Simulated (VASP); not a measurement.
Write the native input for VASP 6.6.1 that does the following.

```
Task                   : single point
Functional             : PBEsol
Potentials or basis    : VASP PAW PBE potentials, release 64 (Si)
Cutoff                 : 520 eV
k mesh                 : 9 × 9 × 6
Occupations            : gaussian, width 0.01 eV
Spin                   : non-collinear spin, zero start, spin-orbit coupling
Starting moments       : [[0.0, 0.0, 0.0], [0.0, 0.0, 0.0], [0.0, 0.0, 0.0], [0.0, 0.0, 0.0]] μB
Dipole correction      : no
Further INCAR settings : ALGO = Normal; EDIFF = 1e-06; NBANDS = 30
```

The structure of Si lies in POSCAR:

```
Si
1.0
    3.8438634368      0.0000000000      0.0000000000
   -1.9219317184      3.3288833850      0.0000000000
    0.0000000000      0.0000000000      6.3126789988
Si
4
Direct
    0.3333333333      0.6666666667     -0.0004601551
    0.6666666667      0.3333333333      0.4995398449
    0.3333333333      0.6666666667      0.3744601551
    0.6666666667      0.3333333333      0.8744601551
```

These files were run (other wordings do the same):

INCAR

```
SYSTEM = Si
ALGO = Normal
EDIFF = 1E-6
ENCUT = 520
GGA = PS
GGA_COMPAT = .FALSE.
ISIF = 2
ISMEAR = 0
LASPH = .TRUE.
LCHARG = .FALSE.
LORBIT = 11
LORBMOM = .TRUE.
LREAL = .FALSE.
LSORBIT = .TRUE.
LWAVE = .FALSE.
MAGMOM = 0 0 0 0 0 0 0 0 0 0 0 0
NBANDS = 30
NELM = 150
PREC = Accurate
SIGMA = 0.01
```

KPOINTS

```
k-points
0
G
  9 9 6
  0 0 0
```

Potentials or basis: VASP PAW PBE potentials, release 64 (Si).

The run is started by

```bash
$ cat potpaw_PBE.64/Si/POTCAR > POTCAR
$ mpirun -np 1 vasp_ncl > vasp.out
```

Results of the run:

```json
{"Pressure": "-0.6 GPa", "Net moment": "0.00 μB per cell", "Valence electrons inside the program's atomic spheres": "Si 1.68"}
```

Caveat: the PAW data sets were made with another functional, which shifts forces and pressure a little.

It took 87 s on 1 thread of Intel(R) Xeon(R) 6975P-C (Granite Rapids) (shared host), peak memory 0.44 GiB.
